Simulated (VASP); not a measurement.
Here is a VASP 6.6.1 calculation.

The input INCAR:

```
PREC = Accurate ; ENCUT = 520
EDIFF = 1E-7 ; ISMEAR = 1
SIGMA = 0.1 ; LREAL = F
LASPH = T ; NELM = 150
ALGO = Fast ; ISIF = 2
LWAVE = F ; LCHARG = F
ISPIN = 2 ; MAGMOM = 1.7 1.7
LORBIT = 11 ; LMAXMIX = 4
GGA = PS ; NBANDS = 20
```

The input KPOINTS:

```
regular mesh
0
Gamma
  21 21 12
```

File POSCAR:

```
Co
1.0
    2.4558060666      0.0000000000      0.0000000000
   -1.2279030333      2.1267904404      0.0000000000
    0.0000000000      0.0000000000      3.9673807080
Co
2
Direct
    0.3333333333      0.6666666667      0.2500000000
    0.6666666667      0.3333333333      0.7500000000
```

Potentials or basis: VASP PAW PBE potentials, release 64 (Co).

The run is started by

```bash
$ cat potpaw_PBE.64/Co/POTCAR > POTCAR
$ mpirun -np 1 vasp_std > vasp.out
```

Problem. Estimate the site moments.

Solution. Co +1.56 μB.

Problem. Estimate the pressure.

Solution. -0.9 GPa.

Stress tensor (GPa, compression positive):
```
-0.88  0.00  0.00
 0.00 -0.88  0.00
 0.00  0.00 -0.98
```

Caveat: the PAW data sets were made with another functional, which shifts forces and pressure a little.
